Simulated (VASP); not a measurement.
# AlAs (F-43m) in VASP: notebook, part 2 of 2

VASP 6.6.1.

## (4) Single point, PBE

INCAR

```
SYSTEM = AlAs
  PREC = Accurate
  ENCUT = 500
  EDIFF = 1E-6
  ISMEAR = 0
  SIGMA = 0.01
  LREAL = .FALSE.
  LASPH = .TRUE.
  NELM = 120
  ALGO = Normal
  ISIF = 2
  LWAVE = .FALSE.
  LCHARG = .FALSE.
  GGA = PE
  NBANDS = 11
  GGA_COMPAT = .FALSE.
```

KPOINTS

```
Automatic mesh
0
G
  4 4 4
  0 0 0
```

POSCAR

```
AlAs
1.0
    0.0000000000      2.8304000000      2.8304000000
    2.8304000000      0.0000000000      2.8304000000
    2.8304000000      2.8304000000      0.0000000000
Al As
1 1
Direct
    0.0000000000      0.0000000000      0.0000000000
    0.2500000000      0.2500000000      0.2500000000
```

Potentials or basis: VASP PAW PBE potentials, release 64 (Al, As).

On the command line:

```console
> cat potpaw_PBE.64/Al/POTCAR potpaw_PBE.64/As/POTCAR > POTCAR
> mpirun -np 1 vasp_std > vasp.out
```

OUTCAR:

```text
SYSTEM = AlAs
   PREC = Accurate
   ENCUT = 500
   EDIFF = 1E-6
   ISMEAR = 0
   LREAL = .FALSE.
   LASPH = .TRUE.
   NELM = 120
   ISIF = 2
   GGA = PE

 ion  position               nearest neighbor table
   1  0.000  0.000  0.000-   2 2.45   2 2.45   2 2.45   2 2.45
   2  0.250  0.250  0.250-   1 2.45   1 2.45   1 2.45   1 2.45

  LATTYP: Found a face centered cubic cell.
 ALAT       =     5.6608000000

  Lattice vectors:

 A1 = (   0.0000000000,   2.8304000000,   2.8304000000)
 A2 = (   2.8304000000,   0.0000000000,   2.8304000000)
 A3 = (   2.8304000000,   2.8304000000,   0.0000000000)

Analysis of symmetry for initial positions (statically):
=====================================================================
 Subroutine PRICEL returns:
 Original cell was already a primitive cell.

 Routine SETGRP: Setting up the symmetry group for a
 face centered cubic supercell.

 Subroutine GETGRP returns: Found 24 space group operations
 (whereof 24 operations were pure point group operations)
 out of a pool of 48 trial point group operations.

The static configuration has the point symmetry T_d .

Analysis of symmetry for dynamics (positions and initial velocities):
=====================================================================
 Subroutine PRICEL returns:
 Original cell was already a primitive cell.

 Routine SETGRP: Setting up the symmetry group for a
 face centered cubic supercell.

 Subroutine GETGRP returns: Found 24 space group operations
 (whereof 24 operations were pure point group operations)
 out of a pool of 48 trial point group operations.

The dynamic configuration has the point symmetry T_d .

 Subroutine INISYM returns: Found 24 space group operations
 (whereof 24 operations are pure point group operations),
 and found     1 'primitive' translations

----------------------------------------------------------------------------------------

                                     Primitive cell

  volume of cell :      45.3496

  direct lattice vectors                    reciprocal lattice vectors
     0.000000000  2.830400000  2.830400000    -0.176653477  0.176653477  0.176653477
     2.830400000  0.000000000  2.830400000     0.176653477 -0.176653477  0.176653477
     2.830400000  2.830400000  0.000000000     0.176653477  0.176653477 -0.176653477

  length of vectors
     4.002790067  4.002790067  4.002790067     0.305972797  0.305972797  0.305972797

  position of ions in fractional coordinates (direct lattice)
     0.000000000  0.000000000  0.000000000
     0.250000000  0.250000000  0.250000000

  ion indices of the primitive-cell ions
   primitive index   ion index
                 1           1
                 2           2

----------------------------------------------------------------------------------------

 KPOINTS: Automatic mesh

Automatic generation of k-mesh.
 Grid dimensions read from file:
 generate k-points for:    4    4    4

 Generating k-lattice:

  Cartesian coordinates                     Fractional coordinates (reciprocal lattice)
    -0.044163369  0.044163369  0.044163369     0.250000000  0.000000000  0.000000000
     0.044163369 -0.044163369  0.044163369     0.000000000  0.250000000  0.000000000
     0.044163369  0.044163369 -0.044163369     0.000000000  0.000000000  0.250000000

  Length of vectors
     0.076493199  0.076493199  0.076493199

  Shift w.r.t. Gamma in fractional coordinates (k-lattice)
     0.000000000  0.000000000  0.000000000

 Subroutine IBZKPT returns following result:
 ===========================================

 Found      8 irreducible k-points:

 Following reciprocal coordinates:
            Coordinates               Weight
  0.000000  0.000000  0.000000      1.000000
  0.250000  0.000000  0.000000      8.000000
  0.500000  0.000000  0.000000      4.000000
  0.250000  0.250000  0.000000      6.000000
  0.500000  0.250000  0.000000     24.000000
 -0.250000  0.250000  0.000000     12.000000
  0.500000  0.500000  0.000000      3.000000
 -0.250000  0.500000  0.250000      6.000000
   k-points           NKPTS =      8   k-points in BZ     NKDIM =      8   number of bands    NBANDS=     11
   number of dos      NEDOS =    301   number of ions     NIONS =      2
   total plane-waves  NPLWV =  27000
   dimension x,y,z NGX =    30 NGY =   30 NGZ =   30
   dimension x,y,z NGXF=    60 NGYF=   60 NGZF=   60
   ions per type =               1   1
   NGX,Y,Z   is equivalent  to a cutoff of  12.46, 12.46, 12.46 a.u.
   NGXF,Y,Z  is equivalent  to a cutoff of  24.92, 24.92, 24.92 a.u.
 SYSTEM =  AlAs
   PREC   = accura    normal or accurate (medium, high low for compatibility)
   ISTART =      0    job   : 0-new  1-cont  2-samecut
   ICHARG =      2    charge: 1-file 2-atom 10-const
   ISPIN  =      1    spin polarized calculation?
   LNONCOLLINEAR =      F non collinear calculations
   LSORBIT =      F    spin-orbit coupling
   LASPH  =      T    aspherical Exc in radial PAW
   ENCUT  =  500.0 eV  36.75 Ry    6.06 a.u.   7.30  7.30  7.30*2*pi/ulx,y,z
   NELM   =    120;   NELMIN=  2; NELMDL= -5     # of ELM steps
   EDIFF  = 0.1E-05   stopping-criterion for ELM
   LREAL  =      F    real-space projection
   EDIFFG = 0.1E-04   stopping-criterion for IOM
   NSW    =      0    number of steps for IOM
   IBRION =     -1    ionic relax: 0-MD 1-quasi-New 2-CG
   NFREE  =      0    steps in history (QN), initial steepest desc. (CG)
   ISIF   =      2    stress and relaxation
   ISYM   =      2    0-nonsym 1-usesym 2-fastsym
   POTIM  = 0.5000    time-step for ionic-motion
   TEBEG  =    0.0;   TEEND  =   0.0 temperature during run
   PSTRESS=    0.0 pullay stress
   NELECT =       8.0000    total number of electrons
   NUPDOWN=      -1.0000    fix difference up-down
   EMIN   =  10.00;   EMAX   =-10.00  energy-range for DOS
   EFERMI =   0.00;   METHOD = LEGACY
   ISMEAR =     0;   SIGMA  =   0.01  broadening in eV -4-tet -1-fermi 0-gaus
   EFERMI_NEDOS =   21; number of points for ismear=-14 and -15
   IALGO  =     38    algorithm
   IMIX   =      4    mixing-type and parameters
     AMIX     =   0.40;   BMIX     =  1.00
     AMIX_MAG =   1.60;   BMIX_MAG =  1.00
  volume/ion in A,a.u.               =      22.67       153.02
  Fermi-wavevector in a.u.,A,eV,Ry     =   0.918150  1.735052 11.469706  0.843000
  Thomas-Fermi vector in A             =   2.043199
   LORBIT       =      0    0 simple, 1 ext, 2 COOP (PROOUT), +10 PAW based schemes
   GGA     = PE    functional components
   LHFCALC =     F    Hartree Fock is set to
   AEXX    =    0.0000 exact exchange contribution
   IVDW    =     0    specifies the selected vdW correction
   LEPSILON=     F    determine dielectric tensor
   LRPA    =     F    only Hartree local field effects (RPA)
 non-spin polarized calculation
 Gauss-broadening in eV      SIGMA  =   0.01
  energy-cutoff  :      500.00
  volume of cell :       45.35
 maximum number of plane-waves:      1174
 NGX is ok and might be reduce to    30
   NGX = 15   NGY = 15   NGZ = 15

 number of electron       8.0000000 magnetization

 Free energy of the ion-electron system (eV)
  ---------------------------------------------------
  ext. energy  EPLUGINS =         0.00000000
  ---------------------------------------------------
  free energy    TOTEN  =        -9.25774194 eV

  energy without entropy =       -9.25774194  energy(sigma->0) =       -9.25774194

 E-fermi :   4.0202     XC(G=0):  -9.0213

 val. band max:        3.9292374793   @ k =   0.0000   0.0000   0.0000
 cond. band min:       5.3397320368   @ k =   0.5000   0.5000   0.0000
 fundamental gap:      1.4104945575
 Fermi energy:         4.0202201339

 k-point     1 :       0.0000    0.0000    0.0000
  band No.  band energies     occupation
      1      -7.9359      2.00000
      2       3.9292      2.00000
      3       3.9292      2.00000
      4       3.9292      2.00000
      5       5.9840      0.00000
      6       8.1887      0.00000
      7       8.1887      0.00000
      8       8.1887      0.00000
      9      12.7844      0.00000
     10      12.9152      0.00000
     11      12.9152      0.00000
[... 85 lines left out ...]
 k-point     8 :      -0.2500    0.5000    0.2500
  band No.  band energies     occupation
      1      -5.9199      2.00000
      2      -1.1809      2.00000
      3       0.7398      2.00000
      4       1.0903      2.00000
      5       8.2422      0.00000
      6       9.5585      0.00000
      7       9.6110      0.00000
      8       9.9631      0.00000
      9      14.5282      0.00000
     10      16.2092      0.00000
     11      16.5138      0.00000

------------------------ aborting loop because EDIFF is reached ----------------------------------------

  FORCE on cell =-STRESS in cart. coord.  units (eV):
  Direction    XX          YY          ZZ          XY          YZ          ZX
  --------------------------------------------------------------------------------------
  -------------------------------------------------------------------------------------
  Total        0.8699131      0.8699131      0.8699131     -0.0000000      0.0000000      0.0000000
  in kB       30.7335690     30.7335690     30.7335690     -0.0000000      0.0000000      0.0000000
  external PRESSURE =      30.7335690 kB  Pullay stress =       0.0000000 kB

 VOLUME and BASIS-vectors are now :
 -----------------------------------------------------------------------------
  energy-cutoff  :      500.00
  volume of cell :       45.35
      direct lattice vectors                 reciprocal lattice vectors
     0.000000000  2.830400000  2.830400000    -0.176653477  0.176653477  0.176653477
     2.830400000  0.000000000  2.830400000     0.176653477 -0.176653477  0.176653477
     2.830400000  2.830400000  0.000000000     0.176653477  0.176653477 -0.176653477

 POSITION                                       TOTAL-FORCE (eV/Angst)
 -----------------------------------------------------------------------------------
      0.00000      0.00000      0.00000         0.000000     -0.000000      0.000000
      1.41520      1.41520      1.41520        -0.000000      0.000000     -0.000000
 -----------------------------------------------------------------------------------
    total drift:                               -0.000000     -0.000000     -0.000000

  FREE ENERGIE OF THE ION-ELECTRON SYSTEM (eV)
  ---------------------------------------------------
  free  energy   TOTEN  =        -9.2577419421 eV

  energy  without entropy=       -9.2577419421  energy(sigma->0) =       -9.25774194
```

It took 11 s on 1 thread of Intel Xeon 8259CL, shared host; peak memory 0.16 GiB.

Results:

- Free energy: -9.2577 eV
- Pressure: 3.1 GPa
- Band gap on the k mesh: 1.41 eV, indirect (least direct gap 2.05 eV)

Levels at points of the mesh, in eV from the valence-band top:
```csv
k point,band 1,band 2,band 3,band 4,band 5,band 6,band 7,band 8
"(0.00, 0.00, 0.00)",-11.87,0.00,0.00,0.00,2.05,4.26,4.26,4.26
"(0.50, 0.00, 0.00)",-10.44,-5.59,-0.83,-0.83,2.13,4.65,4.65,7.74
"(0.50, 0.50, 0.00)",-9.88,-5.45,-2.18,-2.18,1.41,2.27,10.32,10.32
```

Caveat: the k points lie up to 0.48 Å⁻¹ apart.
